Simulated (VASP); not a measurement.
# HC16 (a cell with a defect) in VASP: a series of runs

Runs on HC16 (a cell with a defect). Level: PBE. Tasks: single point.

All numbers are computed with VASP 6.6.1; they aren't measurements. Logs are shortened: lines on timing, memory, paths and dates and some standing lists are left out, and cuts for length are marked.

### 1 The cell of the first run

The cell holds a defect, 17 atoms: a = 5.049 Å, b = 5.049 Å, c = 5.049 Å, α = 60.00°, β = 60.00°, γ = 60.00°.

### 2 Single point, PBE

Input file INCAR:

```
PREC     = Accurate       # precision mode
ENCUT    = 520            # plane-wave cutoff, eV
EDIFF    = 1E-6           # SCF threshold, eV
ISMEAR   = 0              # smearing method
SIGMA    = 0.05           # smearing width, eV
LREAL    = Auto         
LASPH    = True           # aspherical terms in the spheres
NELM     = 100            # most SCF steps
ALGO     = Normal         # electronic algorithm
ISIF     = 2              # what is computed and relaxed
LWAVE    = False          # write WAVECAR
LCHARG   = False          # write CHGCAR
GGA      = PE             # functional
NELECT   = 64.0         
NBANDS   = 46             # bands
```

Input file KPOINTS:

```
regular mesh
0
Gamma
  3 3 3
```

Input file POSCAR:

```
HC16
1.0
    0.0000000000      3.5700000000      3.5700000000
    3.5700000000      0.0000000000      3.5700000000
    3.5700000000      3.5700000000      0.0000000000
C H
16 1
Direct
   -0.0001488796     -0.0033771709      0.0159917367
    0.1304521008      0.1214803922      0.1301285714
   -0.0124121849     -0.0113401961      0.4934004202
    0.1366306723      0.1321567227      0.6367673669
   -0.0017289916      0.4941060224      0.0069043417
    0.1258883754      0.6186029412      0.1314992997
   -0.0062932773      0.4953915966      0.5041389356
    0.1243172269      0.6096833333      0.6288894958
    0.5038851541     -0.0064792717      0.0058644258
    0.6254719888      0.1222344538      0.1302260504
    0.5023169468     -0.0047841737      0.5041844538
    0.6217754902      0.1213682073      0.6302390756
    0.4994127451      0.4953684874      0.0058556022
    0.6247351541      0.6197009804      0.1301626050
    0.4986609244      0.4953343137      0.5033040616
    0.6202651261      0.6196247899      0.6320488796
    1.0607899160      0.9086826331     -0.2816728291
```

Potentials or basis: VASP PAW PBE potentials, release 64 (C, H).

Launch:

```
$ cat potpaw_PBE.64/C/POTCAR potpaw_PBE.64/H/POTCAR > POTCAR
$ mpirun -np 1 vasp_std > vasp.out
```

OUTCAR:

```text
PREC = Accurate
   ENCUT = 520
   EDIFF = 1E-6
   ISMEAR = 0
   LREAL = Auto
   LASPH = True
   NELM = 100
   ISIF = 2
   GGA = PE
   NELECT = 64.0

 ion  position               nearest neighbor table
   1  1.000  0.997  0.016-   2 1.52  10 1.54   6 1.56   4 1.57
   2  0.130  0.121  0.130-   3 1.50   1 1.52   5 1.54   9 1.54
   3  0.988  0.989  0.493-  17 1.18   2 1.50  12 1.51   8 1.56   4 1.80
   4  0.137  0.132  0.637-  17 1.18   7 1.50  11 1.51   1 1.57   3 1.80
   5  0.998  0.494  0.007-   2 1.54  14 1.54   6 1.55   8 1.56
   6  0.126  0.619  0.131-   7 1.54  13 1.54   5 1.55   1 1.56
   7  0.994  0.495  0.504-   4 1.50   8 1.52   6 1.54  16 1.54
   8  0.124  0.610  0.629-   7 1.52  15 1.54   5 1.56   3 1.56
   9  0.504  0.994  0.006-   2 1.54  14 1.54  10 1.54  12 1.55
  10  0.625  0.122  0.130-  13 1.54  11 1.54   1 1.54   9 1.54
  11  0.502  0.995  0.504-   4 1.51  12 1.53  10 1.54  16 1.55
  12  0.622  0.121  0.630-   3 1.51  11 1.53  15 1.54   9 1.55
  13  0.499  0.495  0.006-  10 1.54   6 1.54  16 1.54  14 1.54
  14  0.625  0.620  0.130-  15 1.54   5 1.54   9 1.54  13 1.54
  15  0.499  0.495  0.503-  14 1.54  12 1.54   8 1.54  16 1.54
  16  0.620  0.620  0.632-   7 1.54  13 1.54  15 1.54  11 1.55
  17  0.061  0.909  0.718-   4 1.18   3 1.18

  LATTYP: Found a face centered cubic cell.
 ALAT       =     7.1400000000

  Lattice vectors:

 A1 = (   0.0000000000,   3.5700000000,   3.5700000000)
 A2 = (   3.5700000000,   0.0000000000,   3.5700000000)
 A3 = (   3.5700000000,   3.5700000000,   0.0000000000)

Analysis of symmetry for initial positions (statically):
=====================================================================
 Subroutine PRICEL returns:
 Original cell was already a primitive cell.

 Routine SETGRP: Setting up the symmetry group for a
 face centered cubic supercell.

 Subroutine GETGRP returns: Found  1 space group operations
 (whereof  1 operations were pure point group operations)
 out of a pool of 48 trial point group operations.

The static configuration has the point symmetry C_1 .

Analysis of symmetry for dynamics (positions and initial velocities):
=====================================================================
 Subroutine PRICEL returns:
 Original cell was already a primitive cell.

 Routine SETGRP: Setting up the symmetry group for a
 face centered cubic supercell.

 Subroutine GETGRP returns: Found  1 space group operations
 (whereof  1 operations were pure point group operations)
 out of a pool of 48 trial point group operations.

The dynamic configuration has the point symmetry C_1 .

 Subroutine INISYM returns: Found  1 space group operations
 (whereof  1 operations are pure point group operations),
 and found     1 'primitive' translations

----------------------------------------------------------------------------------------

                                     Primitive cell

  volume of cell :      90.9986

  direct lattice vectors                    reciprocal lattice vectors
     0.000000000  3.570000000  3.570000000    -0.140056022  0.140056022  0.140056022
     3.570000000  0.000000000  3.570000000     0.140056022 -0.140056022  0.140056022
     3.570000000  3.570000000  0.000000000     0.140056022  0.140056022 -0.140056022

  length of vectors
     5.048742418  5.048742418  5.048742418     0.242584147  0.242584147  0.242584147

  position of ions in fractional coordinates (direct lattice)
     0.999851120  0.996622829  0.015991737
     0.130452101  0.121480392  0.130128571
     0.987587815  0.988659804  0.493400420
     0.136630672  0.132156723  0.636767367
     0.998271008  0.494106022  0.006904342
     0.125888375  0.618602941  0.131499300
[... 9 lines left out ...]
     0.620265126  0.619624790  0.632048880
     0.060789916  0.908682633  0.718327171

  ion indices of the primitive-cell ions
   primitive index   ion index
                 1           1
                 2           2
                 3           3
                 4           4
                 5           5
                 6           6
[... 9 lines left out ...]
                16          16
                17          17

----------------------------------------------------------------------------------------

 KPOINTS: regular mesh

Automatic generation of k-mesh.
 Grid dimensions read from file:
 generate k-points for:    3    3    3

 Generating k-lattice:

  Cartesian coordinates                     Fractional coordinates (reciprocal lattice)
    -0.046685341  0.046685341  0.046685341     0.333333333  0.000000000  0.000000000
     0.046685341 -0.046685341  0.046685341     0.000000000  0.333333333  0.000000000
     0.046685341  0.046685341 -0.046685341     0.000000000  0.000000000  0.333333333

  Length of vectors
     0.080861382  0.080861382  0.080861382

  Shift w.r.t. Gamma in fractional coordinates (k-lattice)
     0.000000000  0.000000000  0.000000000

 Subroutine IBZKPT returns following result:
 ===========================================

 Found     14 irreducible k-points:

 Following reciprocal coordinates:
            Coordinates               Weight
  0.000000  0.000000  0.000000      1.000000
  0.333333  0.000000  0.000000      2.000000
  0.000000  0.333333  0.000000      2.000000
  0.000000  0.000000  0.333333      2.000000
  0.333333  0.333333  0.333333      2.000000
  0.333333  0.333333  0.000000      2.000000
  0.000000  0.333333  0.333333      2.000000
  0.333333  0.000000  0.333333      2.000000
 -0.333333  0.333333  0.000000      2.000000
  0.000000 -0.333333  0.333333      2.000000
  0.333333  0.000000 -0.333333      2.000000
  0.333333  0.333333 -0.333333      2.000000
 -0.333333  0.333333 -0.333333      2.000000
  0.333333 -0.333333 -0.333333      2.000000
   k-points           NKPTS =     14   k-points in BZ     NKDIM =     14   number of bands    NBANDS=     46
   number of dos      NEDOS =    301   number of ions     NIONS =     17
   total plane-waves  NPLWV =  64000
   dimension x,y,z NGX =    40 NGY =   40 NGZ =   40
   dimension x,y,z NGXF=    80 NGYF=   80 NGZF=   80
   ions per type =              16   1
   NGX,Y,Z   is equivalent  to a cutoff of  13.17, 13.17, 13.17 a.u.
   NGXF,Y,Z  is equivalent  to a cutoff of  26.34, 26.34, 26.34 a.u.
 SYSTEM =  unknown system
   PREC   = accura    normal or accurate (medium, high low for compatibility)
   ISTART =      0    job   : 0-new  1-cont  2-samecut
   ICHARG =      2    charge: 1-file 2-atom 10-const
   ISPIN  =      1    spin polarized calculation?
   LNONCOLLINEAR =      F non collinear calculations
   LSORBIT =      F    spin-orbit coupling
   LASPH  =      T    aspherical Exc in radial PAW
   ENCUT  =  520.0 eV  38.22 Ry    6.18 a.u.   9.39  9.39  9.39*2*pi/ulx,y,z
   NELM   =    100;   NELMIN=  2; NELMDL= -5     # of ELM steps
   EDIFF  = 0.1E-05   stopping-criterion for ELM
   LREAL  =      T    real-space projection
   EDIFFG = 0.1E-04   stopping-criterion for IOM
   NSW    =      0    number of steps for IOM
   IBRION =     -1    ionic relax: 0-MD 1-quasi-New 2-CG
   NFREE  =      0    steps in history (QN), initial steepest desc. (CG)
   ISIF   =      2    stress and relaxation
   ISYM   =      2    0-nonsym 1-usesym 2-fastsym
   POTIM  = 0.5000    time-step for ionic-motion
   TEBEG  =    0.0;   TEEND  =   0.0 temperature during run
   PSTRESS=    0.0 pullay stress
   NELECT =      64.0000    total number of electrons
   NUPDOWN=      -1.0000    fix difference up-down
   EMIN   =  10.00;   EMAX   =-10.00  energy-range for DOS
   EFERMI =   0.00;   METHOD = LEGACY
   ISMEAR =     0;   SIGMA  =   0.05  broadening in eV -4-tet -1-fermi 0-gaus
   EFERMI_NEDOS =   21; number of points for ismear=-14 and -15
   IALGO  =     38    algorithm
   IMIX   =      4    mixing-type and parameters
     AMIX     =   0.40;   BMIX     =  1.00
     AMIX_MAG =   1.60;   BMIX_MAG =  1.00
  volume/ion in A,a.u.               =       5.35        36.12
  Fermi-wavevector in a.u.,A,eV,Ry     =   1.455872  2.751200 28.838420  2.119564
  Thomas-Fermi vector in A             =   2.572856
   LORBIT       =      0    0 simple, 1 ext, 2 COOP (PROOUT), +10 PAW based schemes
   GGA     = PE    functional components
   LHFCALC =     F    Hartree Fock is set to
   AEXX    =    0.0000 exact exchange contribution
   IVDW    =     0    specifies the selected vdW correction
   LEPSILON=     F    determine dielectric tensor
   LRPA    =     F    only Hartree local field effects (RPA)
 non-spin polarized calculation
 Gauss-broadening in eV      SIGMA  =   0.05
  energy-cutoff  :      520.00
  volume of cell :       91.00
 maximum number of plane-waves:      2453
 NGX is ok and might be reduce to    40
   NGX = 19   NGY = 19   NGZ = 19

 number of electron      64.0000000 magnetization

 Free energy of the ion-electron system (eV)
  ---------------------------------------------------
  ext. energy  EPLUGINS =         0.00000000
  ---------------------------------------------------
  free energy    TOTEN  =      -155.22753059 eV

  energy without entropy =     -155.22753059  energy(sigma->0) =     -155.22753059

 E-fermi :  10.1285     XC(G=0): -13.2420

 val. band max:        9.8915637352   @ k =   0.0000   0.0000   0.0000
 cond. band min:      12.4684741110   @ k =   0.0000   0.0000   0.0000
 fundamental gap:      2.5769103758
 Fermi energy:        10.1284781745

 k-point     1 :       0.0000    0.0000    0.0000
  band No.  band energies     occupation
      1     -11.9892      2.00000
      2      -6.9354      2.00000
      3      -6.0156      2.00000
      4      -5.9373      2.00000
      5      -5.8845      2.00000
      6      -4.7865      2.00000
[... 36 lines left out ...]
     43      17.6808      0.00000
     44      18.0447      0.00000

 k-point     2 :       0.3333    0.0000    0.0000
  band No.  band energies     occupation
      1     -11.2964      2.00000
      2      -8.8904      2.00000
      3      -6.5811      2.00000
      4      -6.1559      2.00000
      5      -5.9555      2.00000
      6      -5.3030      2.00000
[... 556 lines left out ...]
 k-point    14 :       0.3333   -0.3333   -0.3333
  band No.  band energies     occupation
      1     -10.2716      2.00000
      2      -9.2715      2.00000
      3      -8.8138      2.00000
      4      -7.0305      2.00000
      5      -6.7162      2.00000
      6      -4.5238      2.00000
[... 36 lines left out ...]
     43      19.1608      0.00000
     44      19.4377      0.00000
 [bands above 44 left out]

------------------------ aborting loop because EDIFF is reached ----------------------------------------

  FORCE on cell =-STRESS in cart. coord.  units (eV):
  Direction    XX          YY          ZZ          XY          YZ          ZX
  --------------------------------------------------------------------------------------
  -------------------------------------------------------------------------------------
  Total       -5.6125801     -5.8648894     -5.8783674      2.6032795      2.0681055      2.5938480
  in kB      -98.8185533   -103.2608664   -103.4981687     45.8349481     36.4123427     45.6688912
  external PRESSURE =    -101.8591961 kB  Pullay stress =       0.0000000 kB

 VOLUME and BASIS-vectors are now :
 -----------------------------------------------------------------------------
  energy-cutoff  :      520.00
  volume of cell :       91.00
      direct lattice vectors                 reciprocal lattice vectors
     0.000000000  3.570000000  3.570000000    -0.140056022  0.140056022  0.140056022
     3.570000000  0.000000000  3.570000000     0.140056022 -0.140056022  0.140056022
     3.570000000  3.570000000  0.000000000     0.140056022  0.140056022 -0.140056022

 POSITION                                       TOTAL-FORCE (eV/Angst)
 -----------------------------------------------------------------------------------
      3.61503      3.62656      7.12741        -0.001646      0.001079     -0.012498
      0.89824      0.93027      0.89940         0.001746      0.006340      0.008156
      5.29096      5.28713      7.05520         0.010528      0.008519      0.010079
      2.74506      2.76103      0.95957        -0.010056     -0.010555     -0.012130
      1.78861      3.58848      5.32779         0.002707      0.003540     -0.000584
      2.67787      0.91887      2.65783        -0.000049     -0.001014     -0.002789
[... 9 lines left out ...]
      4.46848      4.47076      4.42641         0.001643     -0.000713      0.002453
      5.80843      2.78145      3.46102        -0.002393      0.009252     -0.006677
 -----------------------------------------------------------------------------------
    total drift:                               -0.000470     -0.038568      0.029653

  FREE ENERGIE OF THE ION-ELECTRON SYSTEM (eV)
  ---------------------------------------------------
  free  energy   TOTEN  =      -155.2275305874 eV

  energy  without entropy=     -155.2275305874  energy(sigma->0) =     -155.22753059
```

Wall time 3 min (1 thread of Intel Xeon 8259CL, shared host); peak memory 0.25 GiB.

What came out:

- Free energy: -155.2275 eV
- Largest force: 0.019 eV/Å

Forces in eV/Å, atoms in the order of the input:
```
C   -0.002  0.001 -0.012
C    0.002  0.006  0.008
C    0.011  0.009  0.010
C   -0.010 -0.011 -0.012
C    0.003  0.004 -0.001
C    0.000 -0.001 -0.003
C   -0.002 -0.007 -0.001
C    0.003  0.009  0.001
C    0.000 -0.006 -0.002
C   -0.004 -0.006  0.000
C   -0.010 -0.001  0.003
C    0.007 -0.001 -0.001
C    0.002 -0.003  0.002
C   -0.002 -0.002  0.004
C    0.003  0.001  0.008
C    0.002 -0.001  0.002
H   -0.002  0.009 -0.007
```

Caveat: the k points lie up to 0.51 Å⁻¹ apart; the cell carries a net charge on a neutralising background, which shifts energy and pressure; the cell is charged against a uniform background, so pressure and absolute levels hang on convention.

(Continued in part 2 of 2.)
